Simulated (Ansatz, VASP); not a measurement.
**One calculation of HfO2, two programs**

```
CELL_PARAMETERS angstrom
4.81353 0.00000 0.00000
0.00000 4.81353 0.00000
0.00000 0.00000 3.20541
ATOMIC_POSITIONS crystal
Hf 0.00000 0.00000 0.00000
Hf 0.50000 0.50000 0.50000
O 0.19495 0.80505 0.50000
O 0.30505 0.30505 0.00000
O 0.69495 0.69495 0.00000
O 0.80505 0.19495 0.50000
```

Alike in both runs: task single point; functional PBEsol; k mesh 2 × 2 × 2; no spin polarisation.

|  | VASP | Ansatz |
| --- | --- | --- |
| version | VASP 6.6.1 | Ansatz 0.2.0 |
| potentials or method | VASP PAW PBE potentials, release 64 (Hf_pv, O) | plane waves, PAW |
| plane-wave cutoff (eV) | 520 | 420 |
| occupations | gaussian, width 0.01 eV | fixed |
| valence electrons in the cell | 44 | 76 |

```tsv
	VASP	Ansatz	Ansatz less VASP
pressure (GPa)	0.2	3.0	+2.82
traceless stress, the component that is largest in VASP (GPa)	-0.23	0.35	+0.578
```

VASP's potentials were made for PBE, not for PBEsol. VASP's potentials hold 44 valence electrons a cell and Ansatz's 76, so a difference there can come from the potentials and not from the codes.

The k mesh is coarse, so the values compare programs but aren't converged. Neither program's run includes spin-orbit coupling.
